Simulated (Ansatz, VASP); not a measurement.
## Cs in VASP and in Ansatz

Contents of INCAR:

```
SYSTEM = Cs
ALGO = Normal
EDIFF = 1E-7
ENCUT = 520
ISIF = 2
ISMEAR = -1
LASPH = .True.
LCHARG = .False.
LREAL = .False.
LWAVE = .False.
NBANDS = 16
NELM = 100
PREC = Accurate
SIGMA = 0.1
```

File KPOINTS:

```
k-points
0
Gamma
  9 9 5
  0 0 0
```

POSCAR

```
Cs
1.0
    4.5749658755      0.0000000000      0.0000000000
   -2.2874829378      3.9620366696      0.0000000000
    0.0000000000      0.0000000000      7.4114447182
Cs
2
Direct
    0.3333333333      0.6666666667      0.2500000000
    0.6666666667      0.3333333333      0.7500000000
```

Input for Ansatz:

```yaml
crystal:
  lattice:
    - [4.5749658755, 0.0, 0.0]
    - [-2.2874829378, 3.9620366696, 0.0]
    - [0.0, 0.0, 7.4114447182]
  atoms:
    - { symbol: Cs, position: [0.3333333333, 0.6666666667, 0.25] }
    - { symbol: Cs, position: [0.6666666667, 0.3333333333, 0.75] }
kpoints:
  mp_grid: { grid: [9, 9, 5] }
scf:
  occupations: { method: fermi_dirac, width: 0.1 }
hamiltonian:
  xc: lda
  pseudopotentials: { kind: all_electron, lapw: { basis_error: 0.001 } }
output:
  forces: true
  stress: true
  eigenvalues: true
  populations: true
```

Change from the starting cell: volume scaled by 0.7, LAPW.

Alike in both runs: task single point; functional LDA; k mesh 9 × 9 × 5; occupations fermi-dirac, width 0.1 eV; no spin polarisation.

|  | VASP | Ansatz |
| --- | --- | --- |
| version | VASP 6.6.1 | Ansatz 0.2.0 |
| potentials or method | VASP PAW LDA potentials, release 64 (Cs_sv), cutoff 520 eV | all-electron LAPW, scalar-relativistic |

|  | VASP | Ansatz | Ansatz less VASP |
| --- | --- | --- | --- |
| pressure (GPa) | 1.4 | 1.4 | +0.02 |

LDA's correlation is that of Perdew and Zunger in VASP and of Perdew and Wang (1992) in Ansatz. Ansatz ran all-electron here, and VASP with PAW potentials.

Neither program's run includes spin-orbit coupling.
